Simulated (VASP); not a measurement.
# CrFe3 (Pm-3m) in VASP: further runs

CrFe3 is run at these levels: r2SCAN; tasks: single point.

Everything below comes from runs of VASP 6.6.1. Logs are shortened: lines on timing, memory, paths and dates and some standing lists are left out, and cuts for length are marked.

## Step 1: The cell of the first run

The structure is cubic, space group Pm-3m (No. 221). The conventional cell has a = 3.564 Å, b = 3.564 Å, c = 3.564 Å, α = 90.00°, β = 90.00°, γ = 90.00°. Within 3.3 Å of Cr (site symmetry m-3m) lie 12 Fe at 2.52 Å. Within 3.3 Å of Fe (site symmetry 4/mmm) lie 4 Cr at 2.52 Å and 8 Fe at 2.52 Å.

## Step 2: Single point, r2SCAN, collinear spin, ferrimagnetic start

POSCAR reads:

```
CrFe3
1.0
    3.5640300000      0.0000000000      0.0000000000
    0.0000000000      3.5640300000      0.0000000000
    0.0000000000      0.0000000000      3.5640300000
Cr Fe
1 3
Direct
    0.0000000000      0.0000000000      0.0000000000
    0.0000000000      0.5000000000      0.5000000000
    0.5000000000      0.5000000000      0.0000000000
    0.5000000000      0.0000000000      0.5000000000
```

INCAR.step1 reads:

```
ALGO = Normal
EDIFF = 1E-4
ENCUT = 520
GGA = PE
ISMEAR = 0
ISPIN = 2
LASPH = T
LCHARG = F
LMAXMIX = 4
LREAL = F
LWAVE = T
MAGMOM = -3 4 4 4
NBANDS = 30
NELM = 150
PREC = Accurate
SIGMA = 0.05
```

INCAR.step2 reads:

```
ALGO = Normal
EDIFF = 1E-6
ENCUT = 520
ISIF = 2
ISMEAR = 0
ISPIN = 2
ISTART = 1
LASPH = T
LCHARG = T
LELF = T
LMAXMIX = 4
LMIXTAU = T
LORBIT = 11
LREAL = F
LVHAR = T
LWAVE = F
MAGMOM = -3 4 4 4
METAGGA = R2SCAN
NBANDS = 30
NELM = 150
PREC = Accurate
SIGMA = 0.05
```

KPOINTS reads:

```
k-points
0
Gamma
  10 10 10
```

Potentials or basis: VASP PAW PBE potentials, release 64 (Cr_pv, Fe).

Started as:

```console
$ cat potpaw_PBE.64/Cr_pv/POTCAR potpaw_PBE.64/Fe/POTCAR > POTCAR
$ cp INCAR.step1 INCAR
$ mpirun -np 1 vasp_std > vasp.out
$ cp INCAR.step2 INCAR
$ mpirun -np 1 vasp_std > vasp.out
```

OUTCAR:

```text
EDIFF = 1E-6
   ENCUT = 520
   ISIF = 2
   ISMEAR = 0
   ISPIN = 2
   ISTART = 1
   LASPH = T
   LORBIT = 11
   LREAL = F
   METAGGA = R2SCAN
   NELM = 150
   PREC = Accurate

 ion  position               nearest neighbor table
   1  0.000  0.000  0.000-   2 2.52   3 2.52   4 2.52   2 2.52   4 2.52   2 2.52   3 2.52   2 2.52
                             3 2.52   4 2.52   4 2.52   3 2.52
   2  0.000  0.500  0.500-   1 2.52   3 2.52   4 2.52   1 2.52   3 2.52   1 2.52   4 2.52   1 2.52
                             3 2.52   4 2.52   3 2.52   4 2.52
   3  0.500  0.500  0.000-   1 2.52   2 2.52   4 2.52   2 2.52   4 2.52   1 2.52   4 2.52   4 2.52
                             1 2.52   2 2.52   2 2.52   1 2.52
   4  0.500  0.000  0.500-   1 2.52   2 2.52   3 2.52   1 2.52   3 2.52   2 2.52   3 2.52   3 2.52
                             1 2.52   2 2.52   1 2.52   2 2.52

  LATTYP: Found a simple cubic cell.
 ALAT       =     3.5640300000

  Lattice vectors:

 A1 = (   3.5640300000,   0.0000000000,   0.0000000000)
 A2 = (   0.0000000000,   3.5640300000,   0.0000000000)
 A3 = (   0.0000000000,   0.0000000000,   3.5640300000)

Analysis of symmetry for initial positions (statically):
=====================================================================
 Subroutine PRICEL returns:
 Original cell was already a primitive cell.

 Routine SETGRP: Setting up the symmetry group for a
 simple cubic supercell.

 Subroutine GETGRP returns: Found 48 space group operations
 (whereof 48 operations were pure point group operations)
 out of a pool of 48 trial point group operations.

The static configuration has the point symmetry O_h .

Analysis of symmetry for dynamics (positions and initial velocities):
=====================================================================
 Subroutine PRICEL returns:
 Original cell was already a primitive cell.

 Routine SETGRP: Setting up the symmetry group for a
 simple cubic supercell.

 Subroutine GETGRP returns: Found 48 space group operations
 (whereof 48 operations were pure point group operations)
 out of a pool of 48 trial point group operations.

The dynamic configuration has the point symmetry O_h .

Analysis of structural, dynamic, and magnetic symmetry:
=====================================================================
 Subroutine PRICEL returns:
 Original cell was already a primitive cell.

 Routine SETGRP: Setting up the symmetry group for a
 simple cubic supercell.

 Subroutine GETGRP returns: Found 48 space group operations
[... 135 lines left out ...]
   IVDW    =     0    specifies the selected vdW correction
   LEPSILON=     F    determine dielectric tensor
   LRPA    =     F    only Hartree local field effects (RPA)
 spin polarized calculation
 Gauss-broadening in eV      SIGMA  =   0.05
  energy-cutoff  :      520.00
  volume of cell :       45.27
 maximum number of plane-waves:      1246
 NGX is ok and might be reduce to    28
   NGX = 13   NGY = 13   NGZ = 13

 number of electron      35.9999977 magnetization       3.7602042

 Free energy of the ion-electron system (eV)
  ---------------------------------------------------
  ext. energy  EPLUGINS =         0.00000000
  ---------------------------------------------------
  free energy    TOTEN  =       -57.48243832 eV

  energy without entropy =      -57.47939343  energy(sigma->0) =      -57.48091587

 E-fermi :   7.5482     XC(G=0): -14.4446

 val. band max:        7.5473411141   @ k =   0.4000   0.2000   0.0000
 cond. band min:       7.5510871600   @ k =   0.2000   0.2000   0.2000
 fundamental gap:      0.0037460459
 Fermi energy:         7.5481816024

 spin component 1

 k-point     1 :       0.0000    0.0000    0.0000
  band No.  band energies     occupation
      1     -34.9803      1.00000
      2     -34.9803      1.00000
      3     -34.9803      1.00000
      4      -1.3939      1.00000
      5       1.7745      1.00000
      6       1.9817      1.00000
[... 781 lines left out ...]
     29      18.1202      0.00000
     30      18.1920      0.00000

 [... further k-points ...]

 spin component 2

 k-point     1 :       0.0000    0.0000    0.0000
  band No.  band energies     occupation
      1     -38.7982      1.00000
      2     -38.7982      1.00000
      3     -38.7982      1.00000
      4      -1.9483      1.00000
      5       2.5788      1.00000
      6       2.5788      1.00000
[... 781 lines left out ...]
     29      18.2899      0.00000
     30      18.4377      0.00000

 [... further k-points ...]

------------------------ aborting loop because EDIFF is reached ----------------------------------------

  FORCE on cell =-STRESS in cart. coord.  units (eV):
  Direction    XX          YY          ZZ          XY          YZ          ZX
  --------------------------------------------------------------------------------------
  -------------------------------------------------------------------------------------
  Total        2.6315812      2.6315812      2.6315812      0.0000000      0.0000000      0.0000000
  in kB       93.1329366     93.1329366     93.1329366      0.0000000      0.0000000      0.0000000
  external PRESSURE =      93.1329366 kB  Pullay stress =       0.0000000 kB

 VOLUME and BASIS-vectors are now :
 -----------------------------------------------------------------------------
  energy-cutoff  :      520.00
  volume of cell :       45.27
      direct lattice vectors                 reciprocal lattice vectors
     3.564030000  0.000000000  0.000000000     0.280581252  0.000000000  0.000000000
     0.000000000  3.564030000  0.000000000     0.000000000  0.280581252  0.000000000
     0.000000000  0.000000000  3.564030000     0.000000000  0.000000000  0.280581252

 POSITION                                       TOTAL-FORCE (eV/Angst)
 -----------------------------------------------------------------------------------
      0.00000      0.00000      0.00000         0.000000      0.000000      0.000000
      0.00000      1.78201      1.78201         0.000000      0.000000      0.000000
      1.78201      1.78201      0.00000         0.000000      0.000000      0.000000
      1.78201      0.00000      1.78201         0.000000      0.000000      0.000000
 -----------------------------------------------------------------------------------
    total drift:                                0.000000      0.000000      0.000000

  FREE ENERGIE OF THE ION-ELECTRON SYSTEM (eV)
  ---------------------------------------------------
  free  energy   TOTEN  =       -57.4824383213 eV

  energy  without entropy=      -57.4793934283  energy(sigma->0) =      -57.48091587

 total charge

# of ion       s       p       d       tot
------------------------------------------
    1        0.717   6.390   4.083  11.189
    2        0.521   0.598   6.242   7.361
    3        0.521   0.598   6.242   7.361
    4        0.521   0.598   6.242   7.361
--------------------------------------------------
tot          2.281   8.183  22.807  33.271

 magnetization (x)

# of ion       s       p       d       tot
------------------------------------------
    1       -0.146  -0.137  -2.834  -3.118
    2        0.013  -0.048   2.379   2.344
    3        0.013  -0.048   2.379   2.344
    4        0.013  -0.048   2.379   2.344
--------------------------------------------------
tot         -0.109  -0.282   4.305   3.914
```

OUTCAR.step1:

```text
EDIFF = 1E-4
   ENCUT = 520
   GGA = PE
   ISMEAR = 0
[... 1838 lines left out ...]
      0.00000      0.00000      0.00000         0.000000      0.000000      0.000000
      0.00000      1.78201      1.78201         0.000000      0.000000      0.000000
      1.78201      1.78201      0.00000         0.000000      0.000000      0.000000
      1.78201      0.00000      1.78201         0.000000      0.000000      0.000000
 -----------------------------------------------------------------------------------
    total drift:                                0.000000      0.000000      0.000000

  FREE ENERGIE OF THE ION-ELECTRON SYSTEM (eV)
  ---------------------------------------------------
  free  energy   TOTEN  =       -34.0705784075 eV

  energy  without entropy=      -34.0642365120  energy(sigma->0) =      -34.06740746
```

OSZICAR.step1:

```text
N       E                     dE             d eps       ncg     rms          rms(c)
DAV:   1     0.307645869399E+03    0.30765E+03   -0.16366E+04  6840   0.152E+03
DAV:   2    -0.191555768339E+02   -0.32680E+03   -0.30834E+03  6744   0.368E+02
DAV:   3    -0.369972182294E+02   -0.17842E+02   -0.16508E+02  7302   0.111E+02
DAV:   4    -0.373606349307E+02   -0.36342E+00   -0.36169E+00  8452   0.163E+01
DAV:   5    -0.373710507241E+02   -0.10416E-01   -0.10414E-01  8386   0.235E+00    0.270E+01
DAV:   6    -0.353155171038E+02    0.20555E+01   -0.27216E+01  7182   0.699E+01    0.174E+01
DAV:   7    -0.417274054857E+02   -0.64119E+01   -0.46822E+01  8698   0.557E+01    0.366E+01
DAV:   8    -0.340292868890E+02    0.76981E+01   -0.11871E+01  8830   0.496E+01    0.592E+00
DAV:   9    -0.340358116700E+02   -0.65248E-02   -0.44142E-01  7192   0.541E+00    0.283E+00
DAV:  10    -0.340496487194E+02   -0.13837E-01   -0.35086E-02  8152   0.173E+00    0.209E+00
DAV:  11    -0.340659553985E+02   -0.16307E-01   -0.10333E-01  9552   0.250E+00    0.606E-01
DAV:  12    -0.340669867102E+02   -0.10313E-02   -0.98743E-03  8388   0.749E-01    0.437E-01
DAV:  13    -0.340686832767E+02   -0.16966E-02   -0.32342E-03  8676   0.612E-01    0.329E-01
DAV:  14    -0.340694146306E+02   -0.73135E-03   -0.55528E-04  7082   0.265E-01    0.253E-01
DAV:  15    -0.340700429083E+02   -0.62828E-03   -0.10727E-03  8882   0.335E-01    0.238E-01
DAV:  16    -0.340705209104E+02   -0.47800E-03   -0.29665E-03  9290   0.601E-01    0.865E-02
DAV:  17    -0.340705784075E+02   -0.57497E-04   -0.30067E-04  5856   0.153E-01
   1 F= -.34070578E+02 E0= -.34067407E+02  d E =-.634190E-02  mag=     3.0644
```

It took 13 min on 1 thread of Oxide Virtual Turin-like, shared host; peak memory 0.23 GiB.

What came out:

```
Free energy                                           : -57.4824 eV
Pressure                                              : 9.3 GPa
Net moment                                            : 3.76 μB per cell
Site moments                                          : Cr -3.12; Fe +2.34 μB
Valence electrons inside the program's atomic spheres : Cr 11.19; Fe 7.36
```

Levels at points of the mesh, in eV from the Fermi level:
Spin up:
| k point | band 17 | band 18 | band 19 | band 20 | band 21 | band 22 | band 23 | band 24 |
| --- | --- | --- | --- | --- | --- | --- | --- | --- |
| (0.00, 0.00, 0.00) | -0.55 | -0.55 | -0.55 | 2.07 | 2.07 | 2.86 | 2.86 | 2.86 |
| (0.50, 0.00, 0.00) | -2.11 | -2.11 | -1.70 | -0.55 | 1.11 | 1.11 | 1.53 | 2.36 |
| (0.50, 0.50, 0.00) | -2.63 | -2.06 | -1.71 | -1.66 | 1.18 | 1.18 | 1.57 | 1.57 |
| (0.50, 0.50, 0.50) | -0.95 | -0.95 | -0.31 | -0.02 | -0.02 | -0.02 | 1.68 | 1.68 |
Spin down:
```csv
k point,band 13,band 14,band 15,band 16,band 17,band 18,band 19,band 20
"(0.00, 0.00, 0.00)",-0.88,0.84,0.97,0.97,2.01,2.01,2.01,2.42
"(0.50, 0.00, 0.00)",-1.77,-1.26,0.17,0.17,0.43,0.76,0.76,0.85
"(0.50, 0.50, 0.00)",-1.47,-1.31,-1.03,-1.03,0.52,0.52,0.84,0.88
"(0.50, 0.50, 0.50)",-0.65,-0.65,-0.65,-0.58,-0.29,-0.29,-0.29,0.83
```

Caveat: the cell stands under pressure; the PAW data sets were made with another functional, which shifts forces and pressure a little.

## Step 3: Single point, r2SCAN, collinear spin, ferrimagnetic start

POSCAR is that of step 2.

INCAR.step1 reads:

```
SYSTEM = CrFe3
ALGO = Normal
EDIFF = 1E-4
ENCUT = 520
GGA = PE
ISMEAR = 0
ISPIN = 2
LASPH = .True.
LCHARG = .False.
LMAXMIX = 4
LREAL = .False.
LWAVE = .True.
MAGMOM = -2.83 2.37 2.37 2.37
NBANDS = 30
NELM = 150
PREC = Accurate
SIGMA = 0.05
```

INCAR.step2 reads:

```
SYSTEM = CrFe3
ALGO = Normal
EDIFF = 1E-6
ENCUT = 520
ISIF = 2
ISMEAR = 0
ISPIN = 2
ISTART = 1
LASPH = .True.
LCHARG = .True.
LELF = .True.
LMAXMIX = 4
LMIXTAU = .True.
LORBIT = 11
LREAL = .False.
LVHAR = .True.
LWAVE = .False.
MAGMOM = -2.83 2.37 2.37 2.37
METAGGA = R2SCAN
NBANDS = 30
NELM = 150
PREC = Accurate
SIGMA = 0.05
```

KPOINTS reads:

```
k-points
0
Gamma
  10 10 10
  0 0 0
```

Potentials or basis: VASP PAW PBE potentials, release 64 (Cr_pv, Fe).

Started as:

```console
$ cat potpaw_PBE.64/Cr_pv/POTCAR potpaw_PBE.64/Fe/POTCAR > POTCAR
$ cp INCAR.step1 INCAR
$ mpirun -np 1 vasp_std > vasp.out
$ cp INCAR.step2 INCAR
$ mpirun -np 1 vasp_std > vasp.out
```

Wall time 15 min (1 thread of Oxide Virtual Turin-like, shared host); peak memory 0.23 GiB.

It converged, with:

```
Free energy                                           : -57.4825 eV
Pressure                                              : 9.3 GPa
Net moment                                            : 3.76 μB per cell
Site moments                                          : Cr -3.12; Fe +2.34 μB
Valence electrons inside the program's atomic spheres : Cr 11.19; Fe 7.36
```

Levels at points of the mesh, in eV from the Fermi level:
Spin up:
```tsv
k point	band 17	band 18	band 19	band 20	band 21	band 22	band 23	band 24
(0.00, 0.00, 0.00)	-0.55	-0.55	-0.55	2.07	2.07	2.86	2.86	2.86
(0.50, 0.00, 0.00)	-2.11	-2.11	-1.69	-0.54	1.11	1.11	1.53	2.36
(0.50, 0.50, 0.00)	-2.63	-2.06	-1.71	-1.66	1.18	1.18	1.57	1.57
(0.50, 0.50, 0.50)	-0.95	-0.95	-0.31	-0.02	-0.02	-0.02	1.68	1.68
```
Spin down:
| k point | band 13 | band 14 | band 15 | band 16 | band 17 | band 18 | band 19 | band 20 |
| --- | --- | --- | --- | --- | --- | --- | --- | --- |
| (0.00, 0.00, 0.00) | -0.88 | 0.84 | 0.97 | 0.97 | 2.01 | 2.01 | 2.01 | 2.42 |
| (0.50, 0.00, 0.00) | -1.77 | -1.26 | 0.17 | 0.17 | 0.43 | 0.76 | 0.76 | 0.85 |
| (0.50, 0.50, 0.00) | -1.47 | -1.31 | -1.03 | -1.03 | 0.52 | 0.52 | 0.85 | 0.88 |
| (0.50, 0.50, 0.50) | -0.65 | -0.65 | -0.65 | -0.58 | -0.29 | -0.29 | -0.29 | 0.84 |

Caveat: the cell stands under pressure; the PAW data sets were made with another functional, which shifts forces and pressure a little.
